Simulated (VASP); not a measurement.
# CaB12 (Fm-3m) in VASP: settings compared, part 2 of 2

VASP 6.6.1. Earlier steps stand in the parts before.

## 3. Single point, r2SCAN

File POSCAR:

```
CaB12
1.0
    0.0000000000      3.7575744000      3.7575744000
    3.7575744000      0.0000000000      3.7575744000
    3.7575744000      3.7575744000      0.0000000000
Ca B
1 12
Direct
    0.0000000000      0.0000000000      0.0000000000
    0.8361970000      0.5000000000      0.5000000000
    0.8361970000      0.5000000000      0.1638030000
    0.5000000000      0.8361970000      0.1638030000
    0.5000000000      0.8361970000      0.5000000000
    0.1638030000      0.5000000000      0.5000000000
    0.5000000000      0.1638030000      0.5000000000
    0.5000000000      0.1638030000      0.8361970000
    0.1638030000      0.5000000000      0.8361970000
    0.1638030000      0.8361970000      0.5000000000
    0.5000000000      0.5000000000      0.8361970000
    0.5000000000      0.5000000000      0.1638030000
    0.8361970000      0.1638030000      0.5000000000
```

File INCAR.step1:

```
ALGO = Normal
EDIFF = 1E-4
ENCUT = 520
GGA = PE
ISMEAR = 0
LASPH = True
LCHARG = False
LREAL = False
LWAVE = True
NBANDS = 35
NELM = 80
PREC = Accurate
SIGMA = 0.1
```

File INCAR.step2:

```
ALGO = Normal
EDIFF = 1E-6
ENCUT = 520
ISIF = 2
ISMEAR = 0
ISTART = 1
LASPH = True
LCHARG = True
LELF = True
LMIXTAU = True
LREAL = False
LVHAR = True
LWAVE = False
METAGGA = R2SCAN
NBANDS = 35
NELM = 80
PREC = Accurate
SIGMA = 0.1
```

File KPOINTS:

```
k-points
0
Gamma
  10 10 10
```

Potentials or basis: VASP PAW PBE potentials, release 64 (Ca_sv, B).

Launch:

```console
cat potpaw_PBE.64/Ca_sv/POTCAR potpaw_PBE.64/B/POTCAR > POTCAR
cp INCAR.step1 INCAR
mpirun -np 1 vasp_std > vasp.out
cp INCAR.step2 INCAR
mpirun -np 1 vasp_std > vasp.out
```

OUTCAR:

```text
EDIFF = 1E-6
   ENCUT = 520
   ISIF = 2
   ISMEAR = 0
   ISTART = 1
   LASPH = True
   LREAL = False
   METAGGA = R2SCAN
   NELM = 80
   PREC = Accurate

 ion  position               nearest neighbor table
   1  0.000  0.000  0.000-
   2  0.836  0.500  0.500-   6 1.74   5 1.79   3 1.79  11 1.79  13 1.79
   3  0.836  0.500  0.164-   9 1.74   4 1.79   2 1.79  12 1.79  13 1.79
   4  0.500  0.836  0.164-   8 1.74   5 1.79   3 1.79  10 1.79  12 1.79
   5  0.500  0.836  0.500-   7 1.74   4 1.79   2 1.79  10 1.79  11 1.79
   6  0.164  0.500  0.500-   2 1.74   7 1.79   9 1.79  10 1.79  12 1.79
   7  0.500  0.164  0.500-   5 1.74   6 1.79   8 1.79  12 1.79  13 1.79
   8  0.500  0.164  0.836-   4 1.74   7 1.79   9 1.79  11 1.79  13 1.79
   9  0.164  0.500  0.836-   3 1.74   6 1.79   8 1.79  10 1.79  11 1.79
  10  0.164  0.836  0.500-  13 1.74   5 1.79   6 1.79   9 1.79   4 1.79
  11  0.500  0.500  0.836-  12 1.74   5 1.79   8 1.79   9 1.79   2 1.79
  12  0.500  0.500  0.164-  11 1.74   4 1.79   6 1.79   7 1.79   3 1.79
  13  0.836  0.164  0.500-  10 1.74   3 1.79   7 1.79   8 1.79   2 1.79

[... 1125 lines left out ...]

------------------------ aborting loop because EDIFF is reached ----------------------------------------

  FORCE on cell =-STRESS in cart. coord.  units (eV):
  Direction    XX          YY          ZZ          XY          YZ          ZX
  --------------------------------------------------------------------------------------
  -------------------------------------------------------------------------------------
  Total       -0.1898391     -0.1898391     -0.1898391      0.0000000      0.0000000      0.0000000
  in kB       -2.8664440     -2.8664440     -2.8664440      0.0000000      0.0000000      0.0000000
  external PRESSURE =      -2.8664440 kB  Pullay stress =       0.0000000 kB

 VOLUME and BASIS-vectors are now :
 -----------------------------------------------------------------------------
  energy-cutoff  :      520.00
  volume of cell :      106.11
      direct lattice vectors                 reciprocal lattice vectors
     0.000000000  3.757574400  3.757574400    -0.133064564  0.133064564  0.133064564
     3.757574400  0.000000000  3.757574400     0.133064564 -0.133064564  0.133064564
     3.757574400  3.757574400  0.000000000     0.133064564  0.133064564 -0.133064564

 POSITION                                       TOTAL-FORCE (eV/Angst)
 -----------------------------------------------------------------------------------
      0.00000      0.00000      0.00000         0.000000      0.000000     -0.000000
      3.75757      5.02086      5.02086        -0.000000     -0.001964     -0.001964
      2.49429      3.75757      5.02086         0.001964      0.000000     -0.001964
      3.75757      2.49429      5.02086         0.000000      0.001964     -0.001964
      5.02086      3.75757      5.02086        -0.001964      0.000000     -0.001964
      3.75757      2.49429      2.49429         0.000000      0.001964      0.001964
      2.49429      3.75757      2.49429         0.001964      0.000000      0.001964
      3.75757      5.02086      2.49429         0.000000     -0.001964      0.001964
      5.02086      3.75757      2.49429        -0.001964      0.000000      0.001964
      5.02086      2.49429      3.75757        -0.001964      0.001964     -0.000000
      5.02086      5.02086      3.75757        -0.001964     -0.001964     -0.000000
      2.49429      2.49429      3.75757         0.001964      0.001964     -0.000000
      2.49429      5.02086      3.75757         0.001964     -0.001964     -0.000000
 -----------------------------------------------------------------------------------
    total drift:                               -0.000000     -0.000000      0.000000

  FREE ENERGIE OF THE ION-ELECTRON SYSTEM (eV)
  ---------------------------------------------------
  free  energy   TOTEN  =       -96.9920501709 eV

  energy  without entropy=      -96.9907858383  energy(sigma->0) =      -96.99141800
```

OUTCAR.step1:

```text
EDIFF = 1E-4
   ENCUT = 520
   GGA = PE
   ISMEAR = 0
[... 1176 lines left out ...]
      5.02086      2.49429      3.75757         0.005573     -0.005573     -0.000000
      5.02086      5.02086      3.75757         0.005573      0.005573     -0.000000
      2.49429      2.49429      3.75757        -0.005573     -0.005573     -0.000000
      2.49429      5.02086      3.75757        -0.005573      0.005573     -0.000000
 -----------------------------------------------------------------------------------
    total drift:                               -0.000000     -0.000000      0.000000

  FREE ENERGIE OF THE ION-ELECTRON SYSTEM (eV)
  ---------------------------------------------------
  free  energy   TOTEN  =       -83.9787761561 eV

  energy  without entropy=      -83.9762561082  energy(sigma->0) =      -83.97751613
```

OSZICAR.step1:

```text
N       E                     dE             d eps       ncg     rms          rms(c)
DAV:   1     0.196618935600E+03    0.19662E+03   -0.21267E+04  3290   0.124E+03
DAV:   2    -0.741167552683E+02   -0.27074E+03   -0.25793E+03  4116   0.280E+02
DAV:   3    -0.865733390271E+02   -0.12457E+02   -0.12271E+02  4399   0.553E+01
DAV:   4    -0.871255964063E+02   -0.55226E+00   -0.55165E+00  5764   0.898E+00
DAV:   5    -0.871301390805E+02   -0.45427E-02   -0.45398E-02  4305   0.819E-01    0.109E+01
DAV:   6    -0.846946539786E+02    0.24355E+01   -0.21111E+00  4121   0.662E+00    0.624E+00
DAV:   7    -0.839710751719E+02    0.72358E+00   -0.20819E+00  4348   0.613E+00    0.122E+00
DAV:   8    -0.839813827822E+02   -0.10308E-01   -0.38478E-01  4890   0.315E+00    0.430E-01
DAV:   9    -0.839780748842E+02    0.33079E-02   -0.25648E-02  4264   0.879E-01    0.186E-01
DAV:  10    -0.839787176081E+02   -0.64272E-03   -0.40764E-03  4864   0.262E-01    0.557E-02
DAV:  11    -0.839787761561E+02   -0.58548E-04   -0.58868E-04  4388   0.141E-01
   1 F= -.83978776E+02 E0= -.83977516E+02  d E =-.252005E-02
```

Run time: 17 min. Hardware: 1 thread of AMD EPYC 7R43 (Zen 3), shared host; peak memory 0.3 GiB.

Results:

```yaml
Free_energy: -96.9921 eV
Pressure: -0.3 GPa
Band_gap_on_the_k_mesh: zero (band 23 reaches 5.13 eV, above the bottom of band 24 at 5.09 eV)
```

Forces in eV/Å, atoms in the order of the input:
```
Ca   0.000  0.000  0.000
B    0.000 -0.002 -0.002
B    0.002  0.000 -0.002
B    0.000  0.002 -0.002
B   -0.002  0.000 -0.002
B    0.000  0.002  0.002
B    0.002  0.000  0.002
B    0.000 -0.002  0.002
B   -0.002  0.000  0.002
B   -0.002  0.002  0.000
B   -0.002 -0.002  0.000
B    0.002  0.002  0.000
B    0.002 -0.002  0.000
```

Caveat: the PAW data sets were made with another functional, which shifts forces and pressure a little.
